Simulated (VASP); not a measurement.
# C in VASP: settings compared

Aim: see how the results for C move with the level of theory and the settings. Levels: PBE, r2SCAN. Tasks: single point.

All numbers are computed with VASP 6.6.1; they aren't measurements. Logs are shortened: lines on timing, memory, paths and dates and some standing lists are left out, and cuts for length are marked.

**1. The cell of the first run**

Symmetry: I4_1/amd, No. 141, tetragonal system. Conventional cell: a = 2.517 Å, b = 2.517 Å, c = 3.419 Å, α = 90.00°, β = 90.00°, γ = 90.00°. Within 2.0 Å of C (site symmetry -4m2) lie 4 C at 1.52 Å.

**2. Single point, PBE (uniaxial z strain -4.0%)**

Contents of INCAR:

```
ALGO = Normal
EDIFF = 1E-7
ENCUT = 520
GGA = PE
ISIF = 2
ISMEAR = -1
LASPH = True
LCHARG = False
LREAL = False
LWAVE = False
NBANDS = 11
NELM = 60
PREC = Accurate
SIGMA = 0.02
```

Contents of KPOINTS:

```
k-points
0
Gamma
  12 12 12
```

Contents of POSCAR:

```
C
1.0
    0.0000000000      1.7801241426      1.7092752017
    1.7801241426      0.0000000000      1.7092752017
    1.7801241426      1.7801241426      0.0000000000
C
2
Direct
    0.0000000000      0.0000000000      0.0000000000
    0.2500000000      0.2500000000      0.2500000000
```

Potentials or basis: VASP PAW PBE potentials, release 64 (C).

Run with:

```sh
$ cat potpaw_PBE.64/C/POTCAR > POTCAR
$ mpirun -np 1 vasp_std > vasp.out
```

OUTCAR:

```text
EDIFF = 1E-7
   ENCUT = 520
   GGA = PE
   ISIF = 2
   ISMEAR = -1
   LASPH = True
   LREAL = False
   NELM = 60
   PREC = Accurate

 ion  position               nearest neighbor table
   1  0.000  0.000  0.000-   2 1.52   2 1.52   2 1.52   2 1.52
   2  0.250  0.250  0.250-   1 1.52   1 1.52   1 1.52   1 1.52

  LATTYP: Found a body centered tetragonal cell.
 ALAT       =     2.5174757052
 C/A-ratio  =     1.3579278626

  Lattice vectors:

 A1 = (   0.0000000000,  -1.7801241426,  -1.7092752017)
 A2 = (   0.0000000000,   1.7801241426,  -1.7092752017)
 A3 = (   1.7801241426,   0.0000000000,   1.7092752017)

Analysis of symmetry for initial positions (statically):
=====================================================================
 Subroutine PRICEL returns:
 Original cell was already a primitive cell.

 Routine SETGRP: Setting up the symmetry group for a
 body centered tetragonal supercell.

 Subroutine GETGRP returns: Found 16 space group operations
 (whereof  8 operations were pure point group operations)
 out of a pool of 16 trial point group operations.

The static configuration has the point symmetry D_2d.
 The point group associated with its full space group is D_4h.

Analysis of symmetry for dynamics (positions and initial velocities):
=====================================================================
 Subroutine PRICEL returns:
 Original cell was already a primitive cell.

 Routine SETGRP: Setting up the symmetry group for a
 body centered tetragonal supercell.

 Subroutine GETGRP returns: Found 16 space group operations
 (whereof  8 operations were pure point group operations)
 out of a pool of 16 trial point group operations.

The dynamic configuration has the point symmetry D_2d.
 The point group associated with its full space group is D_4h.

 Subroutine INISYM returns: Found 16 space group operations
 (whereof  8 operations are pure point group operations),
 and found     1 'primitive' translations

----------------------------------------------------------------------------------------

                                     Primitive cell

  volume of cell :      10.8328

  direct lattice vectors                    reciprocal lattice vectors
     0.000000000  1.780124143  1.709275202    -0.280879287  0.280879287  0.292521649
     1.780124143  0.000000000  1.709275202     0.280879287 -0.280879287  0.292521649
     1.780124143  1.780124143  0.000000000     0.280879287  0.280879287 -0.292521649

  length of vectors
     2.467886480  2.467886480  2.517475705     0.493310513  0.493310513  0.493310513

  position of ions in fractional coordinates (direct lattice)
     0.000000000  0.000000000  0.000000000
     0.250000000  0.250000000  0.250000000

  ion indices of the primitive-cell ions
   primitive index   ion index
                 1           1
                 2           2

----------------------------------------------------------------------------------------

 KPOINTS: k-points

Automatic generation of k-mesh.
 Grid dimensions read from file:
 generate k-points for:   12   12   12

 Generating k-lattice:

  Cartesian coordinates                     Fractional coordinates (reciprocal lattice)
    -0.023406607  0.023406607  0.024376804     0.083333333 -0.000000000  0.000000000
     0.023406607 -0.023406607  0.024376804    -0.000000000  0.083333333  0.000000000
     0.023406607  0.023406607 -0.024376804     0.000000000  0.000000000  0.083333333

  Length of vectors
     0.041109209  0.041109209  0.041109209

  Shift w.r.t. Gamma in fractional coordinates (k-lattice)
     0.000000000  0.000000000  0.000000000

 Subroutine IBZKPT returns following result:
 ===========================================

 Found    163 irreducible k-points:

 Following reciprocal coordinates:
            Coordinates               Weight
  0.000000  0.000000  0.000000      1.000000
  0.083333  0.000000  0.000000      8.000000
  0.166667  0.000000  0.000000      8.000000
  0.250000  0.000000  0.000000      8.000000
  0.333333  0.000000  0.000000      8.000000
  0.416667  0.000000  0.000000      8.000000
[... 16 lines left out ...]
  0.500000  0.166667  0.000000      8.000000
 -0.416667  0.166667  0.000000      8.000000
 [... further k-points ...]
   k-points           NKPTS =    163   k-points in BZ     NKDIM =    163   number of bands    NBANDS=     11
   number of dos      NEDOS =    301   number of ions     NIONS =      2
   total plane-waves  NPLWV =   6480
   dimension x,y,z NGX =    18 NGY =   18 NGZ =   20
   dimension x,y,z NGXF=    36 NGYF=   36 NGZF=   40
   ions per type =               2
   NGX,Y,Z   is equivalent  to a cutoff of  12.13, 12.13, 13.21 a.u.
   NGXF,Y,Z  is equivalent  to a cutoff of  24.25, 24.25, 26.41 a.u.
 SYSTEM =  unknown system
   PREC   = accura    normal or accurate (medium, high low for compatibility)
   ISTART =      0    job   : 0-new  1-cont  2-samecut
   ICHARG =      2    charge: 1-file 2-atom 10-const
   ISPIN  =      1    spin polarized calculation?
   LNONCOLLINEAR =      F non collinear calculations
   LSORBIT =      F    spin-orbit coupling
   LASPH  =      T    aspherical Exc in radial PAW
   ENCUT  =  520.0 eV  38.22 Ry    6.18 a.u.   4.59  4.59  4.68*2*pi/ulx,y,z
   NELM   =     60;   NELMIN=  2; NELMDL= -5     # of ELM steps
   EDIFF  = 0.1E-06   stopping-criterion for ELM
   LREAL  =      F    real-space projection
   EDIFFG = 0.1E-05   stopping-criterion for IOM
   NSW    =      0    number of steps for IOM
   IBRION =     -1    ionic relax: 0-MD 1-quasi-New 2-CG
   NFREE  =      0    steps in history (QN), initial steepest desc. (CG)
   ISIF   =      2    stress and relaxation
   ISYM   =      2    0-nonsym 1-usesym 2-fastsym
   POTIM  = 0.5000    time-step for ionic-motion
   TEBEG  =    0.0;   TEEND  =   0.0 temperature during run
   PSTRESS=    0.0 pullay stress
   NELECT =       8.0000    total number of electrons
   NUPDOWN=      -1.0000    fix difference up-down
   EMIN   =  10.00;   EMAX   =-10.00  energy-range for DOS
   EFERMI =   0.00;   METHOD = LEGACY
   ISMEAR =    -1;   SIGMA  =   0.02  broadening in eV -4-tet -1-fermi 0-gaus
   EFERMI_NEDOS =   21; number of points for ismear=-14 and -15
   IALGO  =     38    algorithm
   IMIX   =      4    mixing-type and parameters
     AMIX     =   0.40;   BMIX     =  1.00
     AMIX_MAG =   1.60;   BMIX_MAG =  1.00
  volume/ion in A,a.u.               =       5.42        36.55
  Fermi-wavevector in a.u.,A,eV,Ry     =   1.479758  2.796337 29.792448  2.189683
  Thomas-Fermi vector in A             =   2.593876
   LORBIT       =      0    0 simple, 1 ext, 2 COOP (PROOUT), +10 PAW based schemes
   GGA     = PE    functional components
   LHFCALC =     F    Hartree Fock is set to
   AEXX    =    0.0000 exact exchange contribution
   IVDW    =     0    specifies the selected vdW correction
   LEPSILON=     F    determine dielectric tensor
   LRPA    =     F    only Hartree local field effects (RPA)
 non-spin polarized calculation
  energy-cutoff  :      520.00
  volume of cell :       10.83
 maximum number of plane-waves:       303
   NGX =  9   NGY =  9   NGZ =  9

 number of electron       8.0000000 magnetization

 Free energy of the ion-electron system (eV)
  ---------------------------------------------------
  ext. energy  EPLUGINS =         0.00000000
  ---------------------------------------------------
  free energy    TOTEN  =       -18.10721138 eV

  energy without entropy =      -18.10721138  energy(sigma->0) =      -18.10721138

 E-fermi :  11.1982     XC(G=0): -13.4859

 val. band max:       10.8135136065   @ k =   0.0000   0.0000   0.0000
 cond. band min:      14.0297048385   @ k =   0.3333   0.3333   0.0000
 fundamental gap:      3.2161912320
 Fermi energy:        11.1982162875

 k-point     1 :       0.0000    0.0000    0.0000
  band No.  band energies     occupation
      1     -11.6962      2.00000
      2      10.2091      2.00000
      3      10.2091      2.00000
      4      10.8135      2.00000
      5      15.8016      0.00000
      6      16.3159      0.00000
      7      16.3159      0.00000
      8      24.7914      0.00000
      9      30.3229      0.00000
     10      36.3767      0.00000
     11      37.7321      0.00000

 k-point     2 :       0.0833    0.0000    0.0000
  band No.  band energies     occupation
      1     -11.4974      2.00000
      2       9.0925      2.00000
      3       9.8596      2.00000
      4      10.3330      2.00000
      5      16.2819      0.00000
      6      16.7464      0.00000
      7      17.0532      0.00000
      8      24.9227      0.00000
      9      30.6476      0.00000
     10      34.4575      0.00000
     11      35.5705      0.00000

 k-point     3 :       0.1667    0.0000    0.0000
  band No.  band energies     occupation
      1     -10.9037      2.00000
      2       6.5205      2.00000
      3       9.0946      2.00000
      4       9.5934      2.00000
      5      17.2240      0.00000
      6      17.6562      0.00000
      7      18.3005      0.00000
      8      25.2942      0.00000
      9      31.3026      0.00000
     10      33.0272      0.00000
     11      33.9335      0.00000

 k-point     4 :       0.2500    0.0000    0.0000
  band No.  band energies     occupation
      1      -9.9228      2.00000
      2       3.6028      2.00000
      3       8.2986      2.00000
      4       8.8764      2.00000
      5      18.0601      0.00000
      6      18.4407      0.00000
      7      19.3038      0.00000
      8      25.8055      0.00000
      9      31.6527      0.00000
     10      32.8747      0.00000
     11      33.5342      0.00000

 k-point     5 :       0.3333    0.0000    0.0000
  band No.  band energies     occupation
      1      -8.5741      2.00000
      2       0.7333      2.00000
      3       7.6620      2.00000
      4       8.3187      2.00000
      5      18.5298      0.00000
      6      18.8115      0.00000
      7      19.9615      0.00000
      8      26.2585      0.00000
      9      31.9154      0.00000
     10      34.0370      0.00000
     11      34.2809      0.00000
[... 211 lines left out ...]
 k-point    21 :       0.3333    0.1667    0.0000
  band No.  band energies     occupation
      1      -8.7089      2.00000
      2       2.8277      2.00000
      3       6.0807      2.00000
      4       7.2898      2.00000
      5      16.0532      0.00000
      6      21.6052      0.00000
      7      21.8653      0.00000
      8      22.3279      0.00000
      9      32.7399      0.00000
     10      33.1359      0.00000
     11      37.7617      0.00000

 k-point    22 :       0.4167    0.1667    0.0000
  band No.  band energies     occupation
      1      -7.2393      2.00000
      2       0.1764      2.00000
      3       5.8195      2.00000
      4       6.4587      2.00000
      5      16.7556      0.00000
      6      21.6456      0.00000
      7      22.3592      0.00000
      8      23.0310      0.00000
      9      32.3940      0.00000
     10      34.2235      0.00000
     11      38.4618      0.00000

 k-point    23 :       0.5000    0.1667    0.0000
  band No.  band energies     occupation
      1      -5.5782      2.00000
      2      -2.1359      2.00000
      3       5.7193      2.00000
      4       5.8843      2.00000
      5      17.1716      0.00000
      6      21.3321      0.00000
      7      22.5661      0.00000
      8      24.6478      0.00000
      9      31.3343      0.00000
     10      35.3901      0.00000
     11      37.6987      0.00000

 k-point    24 :      -0.4167    0.1667    0.0000
  band No.  band energies     occupation
      1      -5.3150      2.00000
      2      -2.4536      2.00000
      3       5.1837      2.00000
      4       6.2640      2.00000
      5      17.5752      0.00000
      6      20.8648      0.00000
      7      22.5932      0.00000
      8      26.1892      0.00000
      9      30.2632      0.00000
     10      35.1038      0.00000
     11      35.8988      0.00000

 [... further k-points ...]
[... 5 lines left out ...]
  --------------------------------------------------------------------------------------
  -------------------------------------------------------------------------------------
  Total        0.8146278      0.8146278      3.3807924      0.0000000      0.0000000      0.0000000
  in kB      120.4834086    120.4834086    500.0190183      0.0000000      0.0000000      0.0000000
  external PRESSURE =     246.9952785 kB  Pullay stress =       0.0000000 kB

 VOLUME and BASIS-vectors are now :
 -----------------------------------------------------------------------------
  energy-cutoff  :      520.00
  volume of cell :       10.83
      direct lattice vectors                 reciprocal lattice vectors
     0.000000000  1.780124143  1.709275202    -0.280879287  0.280879287  0.292521649
     1.780124143  0.000000000  1.709275202     0.280879287 -0.280879287  0.292521649
     1.780124143  1.780124143  0.000000000     0.280879287  0.280879287 -0.292521649

 POSITION                                       TOTAL-FORCE (eV/Angst)
 -----------------------------------------------------------------------------------
      0.00000      0.00000      0.00000         0.000000      0.000000      0.000000
      0.89006      0.89006      0.85464         0.000000      0.000000      0.000000
 -----------------------------------------------------------------------------------
    total drift:                               -0.000000     -0.000000     -0.000000

  FREE ENERGIE OF THE ION-ELECTRON SYSTEM (eV)
  ---------------------------------------------------
  free  energy   TOTEN  =       -18.1072113811 eV

  energy  without entropy=      -18.1072113811  energy(sigma->0) =      -18.10721138
```

Wall time 9.3 s (1 thread of Intel Xeon Platinum 8488C (Sapphire Rapids), shared host); peak memory 0.12 GiB.

Results:

```yaml
Free_energy: -18.1072 eV
Pressure: 24.7 GPa
Band_gap_on_the_k_mesh: 3.22 eV, indirect (least direct gap 4.99 eV)
```

Levels at points of the mesh, in eV from the valence-band top:
```csv
k point,band 1,band 2,band 3,band 4,band 5,band 6,band 7,band 8,band 9
"(0.00, 0.00, 0.00)",-22.51,-0.60,-0.60,0.00,4.99,5.50,5.50,13.98,19.51
"(0.50, 0.00, 0.00)",-16.46,-14.29,-3.69,-2.96,7.92,8.06,9.59,15.74,22.12
"(0.50, 0.50, 0.00)",-13.05,-13.05,-7.39,-7.39,3.80,3.80,17.24,17.24,24.09
"(0.50, 0.00, 0.50)",-13.71,-13.71,-6.76,-6.76,4.79,4.79,16.96,16.96,23.43
```

Caveat: the cell differs from its parent crystal (uniaxial z strain -4.0%). A k mesh can miss the band edges.

**3. Single point, PBE (strain along [111] -5.1%)**

Contents of INCAR:

```
  PREC = Accurate
  ENCUT = 520
  EDIFF = 1E-7
  ISMEAR = -1
  SIGMA = 0.02
  LREAL = F
  LASPH = T
  NELM = 100
  ALGO = Normal
  ISIF = 2
  LWAVE = F
  LCHARG = T
  GGA = PE
  LELF = T
  LVHAR = T
  NBANDS = 11
```

Contents of KPOINTS:

```
regular mesh
0
Gamma
  12 12 12
```

Contents of POSCAR:

```
C
1.0
   -0.0601681960      1.7199559465      1.7199559465
    1.7199559465     -0.0601681960      1.7199559465
    1.7199559465      1.7199559465     -0.0601681960
C
2
Direct
   -0.0008463534     -0.0008463534     -0.0008463534
    0.2508463534      0.2508463534      0.2508463534
```

Potentials or basis: VASP PAW PBE potentials, release 64 (C).

Run with:

```sh
$ cat potpaw_PBE.64/C/POTCAR > POTCAR
$ mpirun -np 1 vasp_std > vasp.out
```

Run time: 11 s. Hardware: 1 thread of Intel Xeon Platinum 8488C (Sapphire Rapids), shared host; peak memory 0.12 GiB.

It converged, with:

- Free energy: -18.0433 eV
- Pressure: 32.0 GPa
- Largest force: 0.095 eV/Å
- Band gap on the k mesh: 3.96 eV, indirect (least direct gap 5.16 eV)

Forces in eV/Å, atoms in the order of the input:
```
C   -0.055 -0.055 -0.055
C    0.055  0.055  0.055
```

Stress tensor (GPa, compression positive):
```
32.03 22.56 22.56
22.56 32.03 22.56
22.56 22.56 32.03
```

Levels at points of the mesh, in eV from the valence-band top:
| k point | band 2 | band 3 | band 4 | band 5 | band 6 | band 7 |
| --- | --- | --- | --- | --- | --- | --- |
| (0.00, 0.00, 0.00) | -0.21 | -0.21 | 0.00 | 5.16 | 5.16 | 6.39 |
| (0.50, 0.00, 0.00) | -14.16 | -2.89 | -2.89 | 8.28 | 8.76 | 10.33 |
| (0.50, 0.50, 0.00) | -13.13 | -7.18 | -6.34 | 4.01 | 5.53 | 17.25 |
| (0.50, 0.50, 0.50) | -14.13 | -3.59 | -3.59 | 8.19 | 8.19 | 8.28 |

Caveat: the cell differs from its parent crystal (strain along [111] -5.1%). A k mesh can miss the band edges.

(Part 1 of 2 ends here.)
